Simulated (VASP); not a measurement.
Write the native input for VASP 6.6.1 that does the following.

- Task: single point
- Functional: PBE
- Potentials or basis: VASP PAW PBE potentials, release 64 (Sn_d, Pb_d, Se)
- Cutoff: 520 eV
- k mesh: 4 × 4 × 4
- Occupations: gaussian, width 0.1 eV
- Spin: no spin polarisation
- Dipole correction: no
- Further INCAR settings: ALGO = Normal; EDIFF = 1e-06; NBANDS = 50

The structure of Sn3PbSe4 lies in POSCAR:

```
Sn3PbSe4
1.0
    6.1036531000      0.0000000000      0.0000000000
    0.0000000000      6.1036531000      0.0000000000
    0.0000000000      0.0000000000      6.1036531000
Sn Pb Se
3 1 4
Direct
    0.5000000000      0.0000000000      0.0000000000
    0.0000000000      0.0000000000      0.5000000000
    0.0000000000      0.5000000000      0.0000000000
    0.5000000000      0.5000000000      0.5000000000
    0.0000000000      0.5000000000      0.5000000000
    0.5000000000      0.5000000000      0.0000000000
    0.0000000000      0.0000000000      0.0000000000
    0.5000000000      0.0000000000      0.5000000000
```

These files were run (other wordings do the same):

INCAR

```
SYSTEM = Sn3PbSe4
  PREC = Accurate
  ENCUT = 520
  EDIFF = 1E-6
  ISMEAR = 0
  SIGMA = 0.1
  LREAL = .False.
  LASPH = .True.
  NELM = 60
  ALGO = Normal
  ISIF = 2
  LWAVE = .False.
  LCHARG = .False.
  GGA = PE
  NBANDS = 50
```

KPOINTS

```
regular mesh
0
Gamma
  4 4 4
  0 0 0
```

Potentials or basis: VASP PAW PBE potentials, release 64 (Sn_d, Pb_d, Se).

The run is started by

```console
$ cat potpaw_PBE.64/Sn_d/POTCAR potpaw_PBE.64/Pb_d/POTCAR potpaw_PBE.64/Se/POTCAR > POTCAR
$ mpirun -np 1 vasp_std > vasp.out
```

Results of the run:

| Item | Value |
| --- | --- |
| Pressure | -0.1 GPa |
| Band gap on the k mesh | zero (filled and empty bands touch) |

Caveat: semilocal functionals underestimate gaps, so a narrow gap can read as zero; spin-orbit coupling is left out, which moves the levels of the heavy elements.

Wall time 3.4 min on 1 thread of AMD EPYC 7R13 (shared host), peak memory 0.34 GiB.
